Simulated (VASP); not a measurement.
The system is C.

```xyz
8
Lattice="2.5553 0.0000 0.0000 -1.2776 2.2129 0.0000 0.0000 0.0000 8.3455" Properties=species:S:1:pos:R:3 pbc="T T T"
C     1.2776    0.7376    7.0415
C     0.0000    1.4753    2.8688
C     1.2776    0.7376    5.4767
C     0.0000    1.4753    1.3040
C     0.0000    0.0000    7.5631
C     0.0000    0.0000    3.3904
C     0.0000    0.0000    4.9551
C     0.0000    0.0000    0.7824
```

Base run:

```yaml
Program: VASP 6.6.1
Functional: RPBE
Potentials_or_basis: VASP PAW PBE potentials, release 64 (C)
Cutoff: 520 eV
k_mesh: 12 × 12 × 4
Occupations: fermi-dirac, width 0.05 eV
Spin: no spin polarisation
```

Its results: band gap on the k mesh 4.32 eV (least direct gap 5.10 eV); pressure -7.6 GPa; largest force 0.302 eV/Å.

Problem. The run is repeated on the same cell with these changes: functional from RPBE to PBE; further incar settings from ALGO = Normal; EDIFF = 1e-06; NBANDS = 26 to ALGO = Normal; EDIFF = 1e-07; NBANDS = 26. What comes out?

Solution. Band gap on the k mesh 4.32 eV (least direct gap 5.10 eV); pressure -13.3 GPa; largest force 0.305 eV/Å.

Caveats: the stress differs along the axes, from -11 to -0 GPa (at least some runs); the PAW data sets were made with another functional, which shifts forces and pressure a little (at least some runs); the stress differs along the axes, from -17 to -6 GPa (at least some runs).

A k mesh can miss the band edges.
